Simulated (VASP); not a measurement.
# Sb (R-3m) in VASP: further runs, part 2 of 2

VASP 6.6.1.

### 4 Single point, r2SCAN

This run uses another cell than the first one, of 29.60 Å³/atom, 0.961 times its volume.

Input file POSCAR:

```
Sb
1.0
    2.1397418462      1.2353805309      3.7327777635
   -2.1397418462      1.2353805309      3.7327777635
    0.0000000000     -2.4707610619      3.7327777635
Sb
2
Direct
    0.7665100000      0.7665100000      0.7665100000
    0.2334900000      0.2334900000      0.2334900000
```

Input file INCAR.step1:

```
PREC     = Accurate       # precision mode
ENCUT    = 520            # plane-wave cutoff, eV
ISMEAR   = -1             # smearing method
SIGMA    = 0.05           # smearing width, eV
LREAL    = F              # projectors in reciprocal space
LASPH    = T              # aspherical terms in the spheres
NELM     = 80             # most SCF steps
NBANDS   = 12             # bands
GGA      = PE             # functional
ALGO     = Normal         # electronic algorithm
EDIFF    = 1E-4           # SCF threshold, eV
LWAVE    = T              # write WAVECAR
LCHARG   = F              # write CHGCAR
```

Input file INCAR.step2:

```
PREC     = Accurate       # precision mode
ENCUT    = 520            # plane-wave cutoff, eV
EDIFF    = 1E-6           # SCF threshold, eV
ISMEAR   = -1             # smearing method
SIGMA    = 0.05           # smearing width, eV
LREAL    = F              # projectors in reciprocal space
LASPH    = T              # aspherical terms in the spheres
NELM     = 80             # most SCF steps
ALGO     = Normal         # electronic algorithm
ISIF     = 2              # what is computed and relaxed
LWAVE    = F              # write WAVECAR
LCHARG   = F              # write CHGCAR
METAGGA  = R2SCAN         # meta-GGA
LMIXTAU  = T            
NBANDS   = 12             # bands
ISTART   = 1
```

Input file KPOINTS:

```
Automatic mesh
0
Gamma
  8 8 8
```

Potentials or basis: VASP PAW PBE potentials, release 64 (Sb).

Started as:

```sh
cat potpaw_PBE.64/Sb/POTCAR > POTCAR
cp INCAR.step1 INCAR
mpirun -np 1 vasp_std > vasp.out
cp INCAR.step2 INCAR
mpirun -np 1 vasp_std > vasp.out
```

OUTCAR:

```text
PREC = Accurate
   ENCUT = 520
   EDIFF = 1E-6
   ISMEAR = -1
   LREAL = F
   LASPH = T
   NELM = 80
   ISIF = 2
   METAGGA = R2SCAN
   ISTART = 1

 ion  position               nearest neighbor table
   1  0.767  0.767  0.767-   2 2.89   2 2.89   2 2.89   2 3.33   2 3.33   2 3.33
   2  0.233  0.233  0.233-   1 2.89   1 2.89   1 2.89   1 3.33   1 3.33   1 3.33

  LATTYP: Found a trigonal (rhomboedric) cell.
 ALAT       =     4.4764148664
 COS(alpha) =     0.5430253624

  Lattice vectors:

 A1 = (   2.1397418462,   1.2353805309,   3.7327777635)
 A2 = (  -2.1397418462,   1.2353805309,   3.7327777635)
 A3 = (   0.0000000000,  -2.4707610619,   3.7327777635)

Analysis of symmetry for initial positions (statically):
=====================================================================
 Subroutine PRICEL returns:
 Original cell was already a primitive cell.

 Routine SETGRP: Setting up the symmetry group for a
 trigonal (rhombohedral) supercell.

 Subroutine GETGRP returns: Found 12 space group operations
 (whereof 12 operations were pure point group operations)
 out of a pool of 12 trial point group operations.

The static configuration has the point symmetry D_3d.

[... 164 lines left out ...]
 fundamental gap:      0.0106289665
 Fermi energy:         7.6725737690

 k-point     1 :       0.0000    0.0000    0.0000
  band No.  band energies     occupation
      1      -6.0077      2.00000
      2       2.8351      2.00000
      3       5.1726      2.00000
      4       5.4501      2.00000
      5       5.4501      2.00000
      6       9.6673      0.00000
      7      10.3396      0.00000
      8      10.3396      0.00000
      9      12.9021      0.00000
     10      12.9021      0.00000
     11      13.1371      0.00000
     12      14.5774      0.00000
[... 331 lines left out ...]
 k-point    24 :       0.3750    0.1250    0.1250
  band No.  band energies     occupation
      1      -4.9306      2.00000
      2      -0.3572      2.00000
      3       3.8081      2.00000
      4       5.7434      2.00000
      5       7.6683      1.04263
      6       7.8020      0.13965
      7       8.1551      0.00013
      8      10.7730      0.00000
      9      12.8488      0.00000
     10      13.7970      0.00000
     11      15.1534      0.00000
     12      17.0425      0.00000

 [... further k-points ...]
[... 5 lines left out ...]
  --------------------------------------------------------------------------------------
  -------------------------------------------------------------------------------------
  Total        1.2237161      1.2237161      1.0075717     -0.0000000     -0.0000000      0.0000000
  in kB       33.1166010     33.1166010     27.2672315     -0.0000000     -0.0000000      0.0000000
  external PRESSURE =      31.1668111 kB  Pullay stress =       0.0000000 kB

 VOLUME and BASIS-vectors are now :
 -----------------------------------------------------------------------------
  energy-cutoff  :      520.00
  volume of cell :       59.20
      direct lattice vectors                 reciprocal lattice vectors
     2.139741846  1.235380531  3.732777764     0.233673048  0.134911197  0.089299003
    -2.139741846  1.235380531  3.732777764    -0.233673048  0.134911197  0.089299003
     0.000000000 -2.470761062  3.732777764     0.000000000 -0.269822395  0.089299003

 POSITION                                       TOTAL-FORCE (eV/Angst)
 -----------------------------------------------------------------------------------
      0.00000     -0.00000      8.58363         0.000000      0.000000     -0.162389
      0.00000     -0.00000      2.61470         0.000000     -0.000000      0.162389
 -----------------------------------------------------------------------------------
    total drift:                                0.000000     -0.000000     -0.000000

  FREE ENERGIE OF THE ION-ELECTRON SYSTEM (eV)
  ---------------------------------------------------
  free  energy   TOTEN  =       -51.3683446359 eV

  energy  without entropy=      -51.3654907019  energy(sigma->0) =      -51.36691767
```

OSZICAR.step1:

```text
N       E                     dE             d eps       ncg     rms          rms(c)
DAV:   1     0.343477695367E+02    0.34348E+02   -0.35403E+03  1560   0.654E+02
DAV:   2    -0.640137135427E+01   -0.40749E+02   -0.39240E+02  2036   0.108E+02
DAV:   3    -0.821956803111E+01   -0.18182E+01   -0.18095E+01  1912   0.254E+01
DAV:   4    -0.823491041474E+01   -0.15342E-01   -0.15341E-01  1832   0.279E+00
DAV:   5    -0.823509980761E+01   -0.18939E-03   -0.18939E-03  1920   0.338E-01    0.312E+00
DAV:   6    -0.823285301183E+01    0.22468E-02   -0.25962E-03  1816   0.333E-01    0.189E+00
DAV:   7    -0.823191220729E+01    0.94080E-03   -0.62673E-03  1812   0.510E-01    0.732E-02
DAV:   8    -0.823202456227E+01   -0.11235E-03   -0.16845E-04  1828   0.810E-02    0.233E-02
DAV:   9    -0.823205212100E+01   -0.27559E-04   -0.38453E-05  1188   0.380E-02
   1 F= -.82320521E+01 E0= -.82305968E+01  d E =-.291073E-02
```

It took 97 s on 1 thread of Intel Xeon 6975P-C (Granite Rapids), shared host; peak memory 0.21 GiB.

Results:

```
Free energy            : -51.3683 eV
Pressure               : 3.1 GPa
Largest force          : 0.162 eV/Å
Band gap on the k mesh : zero (band 5 reaches 7.68 eV, above the bottom of band 6 at 7.45 eV)
```

Forces on the atoms (eV/Å):
```
Sb   0.000  0.000 -0.162
Sb   0.000  0.000  0.162
```

Caveat: the PAW data sets were made with another functional, which shifts forces and pressure a little; spin-orbit coupling is left out, which moves the levels of the heavy elements.

### 5 Single point, r2SCAN

This run uses another cell than the first one, of 30.21 Å³/atom, 0.980 times its volume.

Input file POSCAR:

```
Sb
1.0
    2.1542000000      1.2437279499      3.7580000000
   -2.1542000000      1.2437279499      3.7580000000
    0.0000000000     -2.4874558998      3.7580000000
Sb
2
Direct
    0.7665100000      0.7665100000      0.7665100000
    0.2334900000      0.2334900000      0.2334900000
```

Input file INCAR.step1:

```
PREC = Accurate
ENCUT = 520
ISMEAR = -1
SIGMA = 0.05
LREAL = F
LASPH = T
NELM = 60
NBANDS = 12
GGA = PE
ALGO = Normal
EDIFF = 1E-4
LWAVE = T
LCHARG = F
```

Input file INCAR.step2:

```
PREC = Accurate
ENCUT = 520
EDIFF = 1E-7
ISMEAR = -1
SIGMA = 0.05
LREAL = F
LASPH = T
NELM = 60
ALGO = Normal
ISIF = 2
LWAVE = F
LCHARG = F
METAGGA = R2SCAN
LMIXTAU = T
NBANDS = 12
ISTART = 1
```

KPOINTS is that of step 4.

Started as:

```sh
cat potpaw_PBE.64/Sb/POTCAR > POTCAR
cp INCAR.step1 INCAR
mpirun -np 1 vasp_std > vasp.out
cp INCAR.step2 INCAR
mpirun -np 1 vasp_std > vasp.out
```

Wall time 99 s (1 thread of Intel Xeon 6975P-C (Granite Rapids), shared host); peak memory 0.22 GiB.

Results (log left out):

* Free energy: -51.3867 eV
* Pressure: 1.8 GPa
* Largest force: 0.047 eV/Å
* Band gap on the k mesh: zero (band 5 reaches 7.40 eV, above the bottom of band 6 at 7.18 eV)

Forces on the atoms (eV/Å):
```
Sb   0.000  0.000 -0.047
Sb   0.000  0.000  0.047
```

Stress tensor (GPa, compression positive):
```
1.87 0.00 0.00
0.00 1.87 0.00
0.00 0.00 1.58
```

Levels at points of the mesh, in eV from the Fermi level:
```
           k point  band 2  band 3  band 4  band 5  band 6  band 7  band 8  band 9
(0.00, 0.00, 0.00)   -4.94   -2.43   -2.17   -2.17    2.00    2.64    2.64    5.26
(0.50, 0.00, 0.00)  -10.23   -2.31   -2.16   -0.51   -0.22    0.18    0.35    7.97
(0.50, 0.50, 0.00)   -8.48   -5.86   -4.17   -4.09    1.56    5.04    5.71    7.20
(0.50, 0.50, 0.50)   -9.53   -1.64   -1.64   -0.48   -0.07   -0.07    1.14    7.37
```

Caveat: the PAW data sets were made with another functional, which shifts forces and pressure a little; spin-orbit coupling is left out, which moves the levels of the heavy elements.

### 6 The runs side by side

```csv
level,potentials or basis,cell,gap on the mesh (eV),pressure (GPa),largest force (eV/Å)
LDA,"VASP PAW LDA potentials, release 64 (Sb)","a = 4.537 Å, angles 57.1°, 2 atoms",none,-2.0,0.03
r2SCAN,"VASP PAW PBE potentials, release 64 (Sb)","a = 4.446 Å, angles 57.1°, 2 atoms",none,4.6,0.29
r2SCAN,"VASP PAW PBE potentials, release 64 (Sb)","a = 4.476 Å, angles 57.1°, 2 atoms",none,3.1,0.16
r2SCAN,"VASP PAW PBE potentials, release 64 (Sb)","a = 4.507 Å, angles 57.1°, 2 atoms",none,1.8,0.05
```

Alike in all rows: task single point; no spin polarisation; k mesh 8 × 8 × 8; cutoff (eV) 520; smearing fermi-dirac 0.05 eV.

Caveats: spin-orbit coupling is left out, which moves the levels of the heavy elements; the PAW data sets were made with another functional, which shifts forces and pressure a little (some runs).

Absolute energies hang on the potentials; compare differences alone.
